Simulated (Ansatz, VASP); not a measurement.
# One calculation of PtSe2, two programs

```
CELL_PARAMETERS angstrom
3.72866 0.00000 0.00000
-1.86433 3.22911 0.00000
0.00000 0.00000 5.27703
ATOMIC_POSITIONS crystal
Pt 0.00000 0.00000 0.00000
Se 0.33333 0.66667 0.24622
Se 0.66667 0.33333 0.75378
```

Alike in both runs: task single point; functional PBE; k mesh 12 × 12 × 6; occupations fermi-dirac, width 0.02 eV; no spin polarisation.

|  | VASP | Ansatz |
| --- | --- | --- |
| version | VASP 6.6.1 | Ansatz 0.2.0 |
| potentials or method | VASP PAW PBE potentials, release 64 (Pt, Se) | plane waves, PAW |
| plane-wave cutoff (eV) | 520 | 420 |
| valence electrons in the cell | 22 | 50 |

```csv
,VASP,Ansatz,Ansatz less VASP
pressure (GPa),3.8,3.8,+0.02
"traceless stress, the component that is largest in VASP (GPa)",-1.16,-1.15,+0.008
rms of the force components (eV/Å),0.081,0.080,-0.0015
```

Atom by atom the forces differ by 0.002 eV/Å (rms over components). With one functional, cell and mesh, what is left measures potentials, basis and numerics. VASP's potentials hold 22 valence electrons a cell and Ansatz's 50, so a difference there can come from the potentials and not from the codes.

Spin-orbit coupling is off throughout.
